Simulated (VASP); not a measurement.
Ir, 2 atoms in the cell. The structure is hexagonal, space group P6_3/mmc (No. 194). The conventional cell has a = 2.719 Å, b = 2.719 Å, c = 4.408 Å, α = 90.00°, β = 90.00°, γ = 120.00°. Within 3.6 Å of Ir (site symmetry -6m2) lie 12 Ir at 2.71 to 2.72 Å. This isn't the form of Ir at room conditions, which is fcc.

- Program: VASP 6.6.1
- Task: single point
- Functional: PBEsol
- Potentials or basis: VASP PAW PBE potentials, release 64 (Ir)
- Cutoff: 520 eV
- k mesh: 21 × 21 × 12
- Occupations: gaussian, width 0.15 eV
- Spin: no spin polarisation
- Dipole correction: no
- Further INCAR settings: ALGO = Fast; EDIFF = 1e-06; NBANDS = 16

Potentials or basis: VASP PAW PBE potentials, release 64 (Ir).

Command:

```console
$ cat potpaw_PBE.64/Ir/POTCAR > POTCAR
$ mpirun -np 1 vasp_std > vasp.out
```

Hardware: 1 thread of Intel(R) Xeon(R) Platinum 8488C (Sapphire Rapids) (shared host).

How long does it take, and how much memory?

Run time: 100 s on 1 thread of Intel(R) Xeon(R) Platinum 8488C (Sapphire Rapids) (shared host), peak memory 0.24 GiB. Counts: scf iterations 18, k points 336.
